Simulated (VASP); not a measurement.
A run of VASP 6.6.1:

The input INCAR:

```
SYSTEM = ZnSe
ALGO = Normal
EDIFF = 1E-7
ENCUT = 520
GGA = CA
ISIF = 2
ISMEAR = 0
LASPH = .True.
LCHARG = .False.
LREAL = .False.
LWAVE = .False.
NBANDS = 16
NELM = 60
PREC = Accurate
SIGMA = 0.01
```

Contents of KPOINTS:

```
k-points
0
Gamma
  5 5 5
  0 0 0
```

File POSCAR:

```
ZnSe
1.0
    0.0000000000      2.8147806350      2.8147806350
    2.8147806350      0.0000000000      2.8147806350
    2.8147806350      2.8147806350      0.0000000000
Zn Se
1 1
Direct
    0.0000000000      0.0000000000      0.0000000000
    0.2500000000      0.2500000000      0.2500000000
```

Potentials or basis: VASP PAW LDA potentials, release 64 (Zn, Se).

Command:

```bash
$ cat potpaw_LDA.64/Zn/POTCAR potpaw_LDA.64/Se/POTCAR > POTCAR
$ mpirun -np 1 vasp_std > vasp.out
```

Hardware: 1 thread of Intel(R) Xeon(R) 6975P-C (Granite Rapids) (shared host).

Q: How long does it take, and how much memory?

A: Run time: 4.4 s on 1 thread of Intel(R) Xeon(R) 6975P-C (Granite Rapids) (shared host), peak memory 0.14 GiB. Counts: scf iterations 13, k points 10.
